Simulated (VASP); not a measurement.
# Hg (Fd-3m) in VASP: further runs, part 2 of 2

VASP 6.6.1. The steps go on from the part before.

## 5. Single point, PBEsol (volume scaled by 1.08)

INCAR

```
  PREC = Accurate
  ENCUT = 520
  EDIFF = 1E-7
  ISMEAR = -1
  SIGMA = 0.1
  LREAL = F
  LASPH = T
  NELM = 100
  ALGO = Normal
  ISIF = 2
  LWAVE = F
  LCHARG = F
  GGA = PS
  NBANDS = 19
```

KPOINTS

```
Automatic mesh
0
Gamma
  9 9 9
```

POSCAR

```
Hg
1.0
    0.0000000000      3.4017176000      3.4017176000
    3.4017176000      0.0000000000      3.4017176000
    3.4017176000      3.4017176000      0.0000000000
Hg
2
Direct
    0.1250000000      0.1250000000      0.1250000000
    0.8750000000      0.8750000000      0.8750000000
```

Potentials or basis: VASP PAW PBE potentials, release 64 (Hg).

The run is started by

```sh
> cat potpaw_PBE.64/Hg/POTCAR > POTCAR
> mpirun -np 1 vasp_std > vasp.out
```

OUTCAR:

```text
PREC = Accurate
   ENCUT = 520
   EDIFF = 1E-7
   ISMEAR = -1
   LREAL = F
   LASPH = T
   NELM = 100
   ISIF = 2
   GGA = PS

 ion  position               nearest neighbor table
   1  0.125  0.125  0.125-   2 2.95   2 2.95   2 2.95   2 2.95
   2  0.875  0.875  0.875-   1 2.95   1 2.95   1 2.95   1 2.95

  LATTYP: Found a face centered cubic cell.
 ALAT       =     6.8034352000

  Lattice vectors:

 A1 = (   0.0000000000,   3.4017176000,   3.4017176000)
 A2 = (   3.4017176000,   0.0000000000,   3.4017176000)
 A3 = (   3.4017176000,   3.4017176000,   0.0000000000)

Analysis of symmetry for initial positions (statically):
=====================================================================
 Subroutine PRICEL returns:
 Original cell was already a primitive cell.

 Routine SETGRP: Setting up the symmetry group for a
 face centered cubic supercell.

 Subroutine GETGRP returns: Found 48 space group operations
 (whereof 12 operations were pure point group operations)
 out of a pool of 48 trial point group operations.

[... 158 lines left out ...]
  ---------------------------------------------------
  free energy    TOTEN  =        -0.68916844 eV

  energy without entropy =       -0.65711115  energy(sigma->0) =       -0.67313980

 E-fermi :   0.2664     XC(G=0):  -8.1283

 val. band max:        0.2564053930   @ k =   0.2222   0.0000   0.0000
 cond. band min:       0.2840877931   @ k =  -0.3333   0.3333   0.1111
 fundamental gap:      0.0276824001
 Fermi energy:         0.2663620140

 k-point     1 :       0.0000    0.0000    0.0000
  band No.  band energies     occupation
      1      -7.2513      2.00000
      2      -7.2513      2.00000
      3      -7.2513      2.00000
      4      -7.1849      2.00000
      5      -7.1849      2.00000
      6      -7.0540      2.00000
[... 505 lines left out ...]
      6      -6.5813      2.00000
[... 11 lines left out ...]
     18      11.4885      0.00000
     19      11.5521      0.00000

 [... further k-points ...]

------------------------ aborting loop because EDIFF is reached ----------------------------------------

  FORCE on cell =-STRESS in cart. coord.  units (eV):
  Direction    XX          YY          ZZ          XY          YZ          ZX
  --------------------------------------------------------------------------------------
  -------------------------------------------------------------------------------------
  Total       -0.4076055     -0.4076055     -0.4076055      0.0000000      0.0000000      0.0000000
  in kB       -8.2951806     -8.2951806     -8.2951806      0.0000000      0.0000000      0.0000000
  external PRESSURE =      -8.2951806 kB  Pullay stress =       0.0000000 kB

 VOLUME and BASIS-vectors are now :
 -----------------------------------------------------------------------------
  energy-cutoff  :      520.00
  volume of cell :       78.73
      direct lattice vectors                 reciprocal lattice vectors
     0.000000000  3.401717600  3.401717600    -0.146984570  0.146984570  0.146984570
     3.401717600  0.000000000  3.401717600     0.146984570 -0.146984570  0.146984570
     3.401717600  3.401717600  0.000000000     0.146984570  0.146984570 -0.146984570

 POSITION                                       TOTAL-FORCE (eV/Angst)
 -----------------------------------------------------------------------------------
      0.85043      0.85043      0.85043        -0.000000     -0.000000     -0.000000
      5.95301      5.95301      5.95301         0.000000      0.000000      0.000000
 -----------------------------------------------------------------------------------
    total drift:                                0.000000      0.000000      0.000000

  FREE ENERGIE OF THE ION-ELECTRON SYSTEM (eV)
  ---------------------------------------------------
  free  energy   TOTEN  =        -0.6891684371 eV

  energy  without entropy=       -0.6571111543  energy(sigma->0) =       -0.67313980
```

OSZICAR:

```text
N       E                     dE             d eps       ncg     rms          rms(c)
DAV:   1     0.162312182053E+03    0.16231E+03   -0.11535E+04  1330   0.113E+03
DAV:   2     0.384940961062E+01   -0.15846E+03   -0.15141E+03  1389   0.284E+02
DAV:   3    -0.744327924844E+00   -0.45937E+01   -0.45766E+01  1532   0.524E+01
DAV:   4    -0.756592963326E+00   -0.12265E-01   -0.12264E-01  1465   0.283E+00
DAV:   5    -0.756638550743E+00   -0.45587E-04   -0.45587E-04  1448   0.150E-01    0.323E+00
DAV:   6    -0.694695508486E+00    0.61943E-01   -0.15909E-01  1473   0.379E+00    0.262E+00
DAV:   7    -0.689466508850E+00    0.52290E-02   -0.18467E-02  1431   0.102E+00    0.133E+00
DAV:   8    -0.689064900284E+00    0.40161E-03   -0.17369E-03  1393   0.461E-01    0.551E-02
DAV:   9    -0.689114294191E+00   -0.49394E-04   -0.58072E-05  1478   0.643E-02    0.173E-02
DAV:  10    -0.689167151957E+00   -0.52858E-04   -0.61995E-05  1378   0.484E-02    0.541E-03
DAV:  11    -0.689168181766E+00   -0.10298E-05   -0.14259E-06  1483   0.577E-03    0.551E-03
DAV:  12    -0.689168409983E+00   -0.22822E-06   -0.25171E-07  1193   0.289E-03    0.107E-03
DAV:  13    -0.689168437058E+00   -0.27075E-07   -0.10902E-08   958   0.833E-04
   1 F= -.68916844E+00 E0= -.67313980E+00  d E =-.320573E-01
```

It took 34 s on 1 thread of Intel Xeon Platinum 8488C (Sapphire Rapids), shared host; peak memory 0.21 GiB.

Results:

| Quantity | Value |
| --- | --- |
| Free energy | -0.6892 eV |
| Pressure | -0.8 GPa |
| Band gap on the k mesh | zero (band 12 reaches 2.55 eV, above the bottom of band 13 at 0.09 eV) |

Levels at points of the mesh, in eV from the Fermi level:
```
           k point  band 9  band 10  band 11  band 12  band 13  band 14  band 15  band 16
(0.00, 0.00, 0.00)   -6.53    -6.26    -6.26     2.28     4.50     4.50     4.50     5.86
```

Caveat: the cell differs from its parent crystal (volume scaled by 1.08); the PAW data sets were made with another functional, which shifts forces and pressure a little; spin-orbit coupling is left out, which moves the levels of the heavy elements.

## 6. Single point, PBEsol

This run uses another cell than the first one, of 36.45 Å³/atom, 1.136 times its volume.

INCAR

```
PREC     = Accurate       # precision mode
ENCUT    = 520            # plane-wave cutoff, eV
EDIFF    = 1E-7           # SCF threshold, eV
ISMEAR   = -1             # smearing method
SIGMA    = 0.1            # smearing width, eV
LREAL    = F              # projectors in reciprocal space
LASPH    = T              # aspherical terms in the spheres
NELM     = 80             # most SCF steps
ALGO     = Normal         # electronic algorithm
ISIF     = 2              # what is computed and relaxed
LWAVE    = F              # write WAVECAR
LCHARG   = F              # write CHGCAR
GGA      = PS             # functional
NBANDS   = 19             # bands
```

KPOINTS

```
regular mesh
0
Gamma
  14 14 14
```

POSCAR

```
Hg
1.0
    0.0000000000      3.3155608676      3.3155608676
    3.3155608676      0.0000000000      3.3155608676
    3.3155608676      3.3155608676      0.0000000000
Hg
2
Direct
    0.1250000000      0.1250000000      0.1250000000
    0.8750000000      0.8750000000      0.8750000000
```

Potentials or basis: VASP PAW PBE potentials, release 64 (Hg).

The run is started by

```sh
> cat potpaw_PBE.64/Hg/POTCAR > POTCAR
> mpirun -np 1 vasp_std > vasp.out
```

Wall time 72 s (1 thread of Intel Xeon Platinum 8488C (Sapphire Rapids), shared host); peak memory 0.28 GiB.

Results (log left out):

```yaml
Free_energy: -0.6997 eV
Pressure: 0.1 GPa
Band_gap_on_the_k_mesh: zero (band 12 reaches 3.48 eV, above the bottom of band 13 at 0.29 eV)
```

Levels at points of the mesh, in eV from the Fermi level:
| k point | band 9 | band 10 | band 11 | band 12 | band 13 | band 14 | band 15 | band 16 |
| --- | --- | --- | --- | --- | --- | --- | --- | --- |
| (0.00, 0.00, 0.00) | -6.55 | -6.20 | -6.20 | 2.95 | 4.88 | 4.88 | 4.88 | 6.23 |
| (0.50, 0.00, 0.00) | -6.19 | -6.19 | -4.77 | -3.05 | 3.02 | 3.02 | 3.53 | 7.18 |
| (0.50, 0.50, 0.00) | -6.10 | -6.10 | -3.63 | -3.63 | 1.05 | 1.05 | 4.11 | 4.11 |

Caveat: the PAW data sets were made with another functional, which shifts forces and pressure a little; spin-orbit coupling is left out, which moves the levels of the heavy elements.

## 7. The runs side by side

| cell | k mesh | gap on the mesh (eV) | pressure (GPa) |
| --- | --- | --- | --- |
| a = 4.493 Å, angles 60.0°, 2 atoms | 9 × 9 × 9 | none | 3.6 |
| a = 4.560 Å, angles 60.0°, 2 atoms | 9 × 9 × 9 | none | 2.1 |
| a = 4.751 Å, angles 60.0°, 2 atoms | 9 × 9 × 9 | none | -0.4 |
| a = 4.811 Å, angles 60.0°, 2 atoms | 9 × 9 × 9 | none | -0.8 |
| a = 4.689 Å, angles 60.0°, 2 atoms | 14 × 14 × 14 | none | 0.1 |

Alike in all rows: task single point; level PBEsol; potentials or basis VASP PAW PBE potentials, release 64 (Hg); no spin polarisation; cutoff (eV) 520; smearing fermi-dirac 0.1 eV.

Caveats: the PAW data sets were made with another functional, which shifts forces and pressure a little; spin-orbit coupling is left out, which moves the levels of the heavy elements.

Total energies depend on the potentials used, so only differences within one code and one set of settings carry meaning.
